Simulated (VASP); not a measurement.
# TiSi16 (a cell with a defect) in VASP: further runs

Runs on TiSi16 (a cell with a defect). Level: PBE+D3(BJ). Tasks: single point.

Everything below comes from runs of VASP 6.6.1. Logs are shortened: lines on timing, memory, paths and dates and some standing lists are left out, and cuts for length are marked.

### 1 The cell of the first run

The cell holds a defect, 17 atoms: a = 7.679 Å, b = 7.679 Å, c = 7.679 Å, α = 60.00°, β = 60.00°, γ = 60.00°.

### 2 Single point, PBE+D3(BJ)

File INCAR:

```
SYSTEM = TiSi16
PREC = Accurate ; ENCUT = 520
EDIFF = 1E-7 ; ISMEAR = 0
SIGMA = 0.05 ; LREAL = Auto
LASPH = .True. ; NELM = 80
ALGO = Normal ; ISIF = 2
LWAVE = .False. ; LCHARG = .False.
GGA = PE ; IVDW = 12
NBANDS = 52
```

File KPOINTS:

```
regular mesh
0
Gamma
  2 2 2
  0 0 0
```

File POSCAR:

```
TiSi16
1.0
    0.0000000000      5.4300000000      5.4300000000
    5.4300000000      0.0000000000      5.4300000000
    5.4300000000      5.4300000000      0.0000000000
Si Ti
16 1
Direct
   -0.0128707182     -0.0129062615      0.0386360958
    0.1259575506      0.1259227440      0.1394122468
    0.0057340700      0.0057042357      0.5173226519
    0.1093390424      0.1093114180      0.6720038674
    0.0103015654      0.4992411602     -0.0088492634
    0.1259735727      0.6086739411      0.1393654696
    0.0057643646      0.4711965930      0.5172634438
    0.1493664825      0.6161324125      0.6183000000
    0.4992773481      0.0102530387     -0.0088283610
    0.6087027624      0.1259294659      0.1393902394
    0.4712284530      0.0057188766      0.5172929098
    0.6161684162      0.1493190608      0.6183220074
    0.4992915285      0.4992467772     -0.0088694291
    0.6401166667      0.6400695212      0.0796697053
    0.5156785451      0.5156275322      0.4529813076
    0.6161858195      0.6161395948      0.6182782689
    0.8539802026      0.8539466851      0.4380787293
```

Potentials or basis: VASP PAW PBE potentials, release 64 (Si, Ti_sv).

The run is started by

```bash
> cat potpaw_PBE.64/Si/POTCAR potpaw_PBE.64/Ti_sv/POTCAR > POTCAR
> mpirun -np 1 vasp_std > vasp.out
```

OUTCAR:

```text
SYSTEM = TiSi16
   PREC = Accurate
   ENCUT = 520
   EDIFF = 1E-7
   ISMEAR = 0
   LREAL = Auto
   LASPH = .True.
   NELM = 80
   ISIF = 2
   GGA = PE
   IVDW = 12
 IVDW          = 12

 ion  position               nearest neighbor table
   1  0.987  0.987  0.039-   4 2.30   6 2.38  10 2.38   2 2.38  17 2.50
   2  0.126  0.126  0.139-   9 2.35   5 2.35   3 2.37   1 2.38  17 2.96
   3  0.006  0.006  0.517-   4 2.28   2 2.37  17 2.42  12 2.45   8 2.45
   4  0.109  0.109  0.672-   7 2.28  11 2.28   3 2.28   1 2.30
   5  0.010  0.499  0.991-  14 2.33   8 2.34   6 2.35   2 2.35
   6  0.126  0.609  0.139-  13 2.35   5 2.35   7 2.37   1 2.38  17 2.96
   7  0.006  0.471  0.517-   4 2.28   6 2.37  17 2.42   8 2.45  16 2.45
   8  0.149  0.616  0.618-  15 2.31   5 2.34   7 2.45   3 2.45  17 2.62
   9  0.499  0.010  0.991-  14 2.33  12 2.34  10 2.35   2 2.35
  10  0.609  0.126  0.139-  13 2.35   9 2.35  11 2.37   1 2.38  17 2.96
  11  0.471  0.006  0.517-   4 2.28  10 2.37  17 2.42  12 2.45  16 2.45
  12  0.616  0.149  0.618-  15 2.31   9 2.34   3 2.45  11 2.45  17 2.62
  13  0.499  0.499  0.991-  14 2.33  16 2.34   6 2.35  10 2.35
  14  0.640  0.640  0.080-   5 2.33  13 2.33   9 2.33  15 2.34
  15  0.516  0.516  0.453-  12 2.31   8 2.31  16 2.31  14 2.34
  16  0.616  0.616  0.618-  15 2.31  13 2.34   7 2.45  11 2.45  17 2.62
  17  0.854  0.854  0.438-   3 2.42  11 2.42   7 2.42   1 2.50  16 2.62   8 2.62  12 2.62   2 2.96
                            10 2.96   6 2.96

  LATTYP: Found a face centered cubic cell.
 ALAT       =    10.8600000000

  Lattice vectors:

 A1 = (   0.0000000000,   5.4300000000,   5.4300000000)
 A2 = (   5.4300000000,   0.0000000000,   5.4300000000)
 A3 = (   5.4300000000,   5.4300000000,   0.0000000000)

Analysis of symmetry for initial positions (statically):
=====================================================================
 Subroutine PRICEL returns:
 Original cell was already a primitive cell.

 Routine SETGRP: Setting up the symmetry group for a
 face centered cubic supercell.

 Subroutine GETGRP returns: Found  1 space group operations
 (whereof  1 operations were pure point group operations)
 out of a pool of 48 trial point group operations.

The static configuration has the point symmetry C_1 .

Analysis of symmetry for dynamics (positions and initial velocities):
=====================================================================
 Subroutine PRICEL returns:
 Original cell was already a primitive cell.

 Routine SETGRP: Setting up the symmetry group for a
 face centered cubic supercell.

 Subroutine GETGRP returns: Found  1 space group operations
[... 123 lines left out ...]
   ISYM   =      2    0-nonsym 1-usesym 2-fastsym
   POTIM  = 0.5000    time-step for ionic-motion
   TEBEG  =    0.0;   TEEND  =   0.0 temperature during run
   PSTRESS=    0.0 pullay stress
   NELECT =      76.0000    total number of electrons
   NUPDOWN=      -1.0000    fix difference up-down
   EMIN   =  10.00;   EMAX   =-10.00  energy-range for DOS
   EFERMI =   0.00;   METHOD = LEGACY
   ISMEAR =     0;   SIGMA  =   0.05  broadening in eV -4-tet -1-fermi 0-gaus
   EFERMI_NEDOS =   21; number of points for ismear=-14 and -15
   IALGO  =     38    algorithm
   IMIX   =      4    mixing-type and parameters
     AMIX     =   0.40;   BMIX     =  1.00
     AMIX_MAG =   1.60;   BMIX_MAG =  1.00
  volume/ion in A,a.u.               =      18.84       127.11
  Fermi-wavevector in a.u.,A,eV,Ry     =   1.013607  1.915439 13.978610  1.027399
  Thomas-Fermi vector in A             =   2.146786
   LORBIT       =      0    0 simple, 1 ext, 2 COOP (PROOUT), +10 PAW based schemes
   GGA     = PE    functional components
   LHFCALC =     F    Hartree Fock is set to
   AEXX    =    0.0000 exact exchange contribution
   IVDW    =    12    specifies the selected vdW correction
   LEPSILON=     F    determine dielectric tensor
   LRPA    =     F    only Hartree local field effects (RPA)
 non-spin polarized calculation
 Gauss-broadening in eV      SIGMA  =   0.05
  energy-cutoff  :      520.00
  volume of cell :      320.21
 maximum number of plane-waves:      8646
 NGX is ok and might be reduce to    60
   NGX = 29   NGY = 29   NGZ = 29

 number of electron      76.0000003 magnetization

 Free energy of the ion-electron system (eV)
  ---------------------------------------------------
  ext. energy  EPLUGINS =         0.00000000
  ---------------------------------------------------
  free energy    TOTEN  =       -91.73936782 eV

  energy without entropy =      -91.71214101  energy(sigma->0) =      -91.72575442

 E-fermi :   6.9095     XC(G=0):  -9.7624

 val. band max:        6.9045798010   @ k =   0.0000   0.5000   0.0000
 cond. band min:       6.9213570239   @ k =   0.0000   0.5000   0.5000
 fundamental gap:      0.0167772229
 Fermi energy:         6.9094783153

 k-point     1 :       0.0000    0.0000    0.0000
  band No.  band energies     occupation
      1     -49.8655      2.00000
      2     -26.2570      2.00000
      3     -26.2246      2.00000
      4     -26.2246      2.00000
      5      -5.6962      2.00000
      6      -3.4967      2.00000
[... 413 lines left out ...]
     49       9.8748      0.00000
     50      10.4842      0.00000
 [bands above 50 left out]

------------------------ aborting loop because EDIFF is reached ----------------------------------------

 Edisp (eV)   -5.83673

 E8    (eV) :    -2.4412

  FORCE on cell =-STRESS in cart. coord.  units (eV):
  Direction    XX          YY          ZZ          XY          YZ          ZX
  --------------------------------------------------------------------------------------
  -------------------------------------------------------------------------------------
  Total       1.58714     1.59031     1.59311    -0.82265     0.82163     0.82207
  in kB       7.94138     7.95722     7.97127    -4.11618     4.11108     4.11327
  external pressure =        7.96 kB  Pullay stress =        0.00 kB

 VOLUME and BASIS-vectors are now :
 -----------------------------------------------------------------------------
  energy-cutoff  :      520.00
  volume of cell :      320.21
      direct lattice vectors                 reciprocal lattice vectors
     0.000000000  5.430000000  5.430000000    -0.092081031  0.092081031  0.092081031
     5.430000000  0.000000000  5.430000000     0.092081031 -0.092081031  0.092081031
     5.430000000  5.430000000  0.000000000     0.092081031  0.092081031 -0.092081031

 POSITION                                       TOTAL-FORCE (eV/Angst)
 -----------------------------------------------------------------------------------
      5.56971      5.56991     10.72003        -0.096567     -0.096733      0.096817
      1.44077      1.44096      1.36771         0.073089      0.073227     -0.045646
      2.84004      2.84020      0.06211         0.086184      0.086261     -0.224844
      4.24254      4.24269      1.18727        -0.009149     -0.008562      0.008294
      8.09283      5.43789      2.76682         0.094299      0.046420     -0.094152
      4.06185      1.44079      3.98914         0.045646      0.073333     -0.073255
[... 9 lines left out ...]
      6.70289      6.70314      6.69153         0.113375      0.113438      0.039639
      7.01570      7.01588      9.27404        -1.115229     -1.116091      1.116563
 -----------------------------------------------------------------------------------
    total drift:                                0.006516      0.006793     -0.007342

  FREE ENERGIE OF THE ION-ELECTRON SYSTEM (eV)
  ---------------------------------------------------
  free  energy   TOTEN  =       -97.5761013361 eV

  energy  without entropy=      -97.5488745256  energy(sigma->0) =      -97.56248793
```

Wall time 3.1 min (1 thread of Intel Xeon Platinum 8488C (Sapphire Rapids), shared host); peak memory 0.49 GiB.

What came out:

```
Free energy                : -97.5761 eV
Pressure                   : 0.8 GPa
Largest force              : 1.933 eV/Å
Band gap on the k mesh     : zero (bands 38 and 39 overlap by 0.33 eV)
Dispersion energy per atom : -0.343 eV
```

Forces on the atoms (eV/Å):
```
Si  -0.097 -0.097  0.097
Si   0.073  0.073 -0.046
Si   0.086  0.086 -0.225
Si  -0.009 -0.009  0.008
Si   0.094  0.046 -0.094
Si   0.046  0.073 -0.073
Si   0.225  0.086 -0.086
Si   0.113 -0.040 -0.114
Si   0.046  0.094 -0.094
Si   0.073  0.045 -0.073
Si   0.086  0.225 -0.086
Si  -0.040  0.113 -0.113
Si   0.094  0.094 -0.046
Si   0.117  0.117 -0.117
Si   0.094  0.094 -0.094
Si   0.113  0.113  0.040
Ti  -1.115 -1.116  1.117
```

Caveat: the k points lie up to 0.50 Å⁻¹ apart.

### 3 Single point, PBE+D3(BJ)

File INCAR:

```
PREC = Accurate
ENCUT = 520
EDIFF = 1E-6
ISMEAR = 0
SIGMA = 0.05
LREAL = Auto
LASPH = T
NELM = 80
ALGO = Normal
ISIF = 2
LWAVE = F
LCHARG = F
GGA = PE
IVDW = 12
NBANDS = 52
```

File KPOINTS:

```
Automatic mesh
0
Gamma
  2 2 2
```

File POSCAR:

```
TiSi16
1.0
    0.0000000000      5.4300000000      5.4300000000
    5.4300000000      0.0000000000      5.4300000000
    5.4300000000      5.4300000000      0.0000000000
Si Ti
16 1
Direct
   -0.0154000000     -0.0151419890      0.0463127072
    0.1255549724      0.1258105893      0.1345463168
    0.0086528545      0.0089138122      0.5074066298
    0.1090664825      0.1093309392      0.6729099448
    0.0160468692      0.4991310313     -0.0137061694
    0.1255693370      0.6147205341      0.1345054328
    0.0086708103      0.4756575506      0.5073628913
    0.1533989871      0.6194365562      0.6083232965
    0.4988760589      0.0162878453     -0.0136815838
    0.6144611418      0.1258160221      0.1345272560
    0.4753970534      0.0089202578      0.5073858195
    0.6191785451      0.1536459484      0.6083529466
    0.4988921731      0.4991365562     -0.0137288214
    0.6374965930      0.6377433702      0.0876177716
    0.5153372007      0.5155808471      0.4540895028
    0.6192090239      0.6194486188      0.6082931860
    0.7706011971      0.7708487109      0.6883026703
```

Potentials or basis: VASP PAW PBE potentials, release 64 (Si, Ti_sv).

The run is started by

```bash
> cat potpaw_PBE.64/Si/POTCAR potpaw_PBE.64/Ti_sv/POTCAR > POTCAR
> mpirun -np 1 vasp_std > vasp.out
```

It took 3.1 min on 1 thread of Intel Xeon Platinum 8488C (Sapphire Rapids), shared host; peak memory 0.48 GiB.

The run converged. Its results:

| Property | Result |
| --- | --- |
| Free energy | -97.5851 eV |
| Pressure | 0.8 GPa |
| Largest force | 1.902 eV/Å |
| Band gap on the k mesh | zero (bands 38 and 39 overlap by 0.34 eV) |
| Dispersion energy per atom | -0.343 eV |

Forces on the atoms (eV/Å):
```
Si  -0.119 -0.120  0.120
Si  -0.092 -0.093  0.045
Si  -0.111 -0.110 -0.046
Si  -0.093 -0.094  0.094
Si  -0.070 -0.044  0.070
Si  -0.044 -0.093  0.093
Si   0.044 -0.110  0.109
Si  -0.085 -0.223  0.086
Si  -0.045 -0.070  0.070
Si  -0.092 -0.044  0.093
Si  -0.111  0.045  0.109
Si  -0.222 -0.085  0.085
Si  -0.071 -0.070  0.045
Si   0.088  0.089 -0.090
Si   0.009  0.009 -0.009
Si  -0.085 -0.086  0.223
Ti   1.099  1.099 -1.096
```

Stress tensor (GPa, compression positive):
```
 0.78 -0.41  0.42
-0.41  0.78  0.42
 0.42  0.42  0.78
```

Levels at points of the mesh, in eV from the Fermi level:
```tsv
k point	band 34	band 35	band 36	band 37	band 38	band 39	band 40	band 41	band 42	band 43
(0.00, 0.00, 0.00)	-1.10	-1.10	-0.89	-0.59	-0.32	-0.32	-0.01	-0.01	0.16	0.74
(0.50, 0.00, 0.00)	-1.81	-1.37	-1.34	-0.18	-0.01	0.18	0.39	0.59	0.75	1.10
(0.00, 0.50, 0.00)	-1.81	-1.37	-1.34	-0.18	0.00	0.18	0.39	0.59	0.75	1.10
(0.00, 0.00, 0.50)	-2.01	-1.36	-1.36	-0.33	-0.18	-0.18	0.65	0.65	0.82	1.22
(0.50, 0.50, 0.50)	-1.81	-1.37	-1.34	-0.18	-0.01	0.18	0.39	0.59	0.75	1.10
(0.50, 0.50, 0.00)	-2.03	-1.95	-1.81	-0.47	0.01	0.43	0.78	1.08	1.20	1.35
(0.00, 0.50, 0.50)	-2.03	-1.95	-1.81	-0.47	0.01	0.43	0.77	1.08	1.20	1.35
(0.50, 0.00, 0.50)	-2.03	-1.95	-1.81	-0.47	0.01	0.43	0.78	1.08	1.20	1.35
```

Caveat: the k points lie up to 0.50 Å⁻¹ apart.
